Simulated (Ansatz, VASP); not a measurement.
Ti in VASP and in Ansatz

```
Ti
1.0
     2.94013    0.00000    0.00000
    -1.47007    2.54623    0.00000
     0.00000    0.00000    4.67033
Ti
2
Cartesian
  0.0000 1.6975 1.1676
  1.4701 0.8487 3.5027
```

Change from the starting cell: volume scaled by 0.99, crystal datasets.

Alike in both runs: task electric field gradients; functional PBE; k mesh 13 × 13 × 7; occupations fermi-dirac, width 0.08 eV; no spin polarisation.

```csv
,VASP,Ansatz
version,VASP 6.6.1,Ansatz 0.2.0
potentials or method,"VASP PAW PBE potentials, release 64 (Ti_sv), cutoff 520 eV","all-electron PAW with datasets made for the crystal, scalar-relativistic"
```

```csv
,VASP,Ansatz,Ansatz less VASP
pressure (GPa),-0.8,-0.5,+0.26
"traceless stress, the component that is largest in VASP (GPa)",-0.24,-0.24,+0.003
size of Vzz on the site where it differs most (V/Å²),16.9,18.4,+1.53
```

Ansatz ran all-electron here, and VASP with PAW potentials.
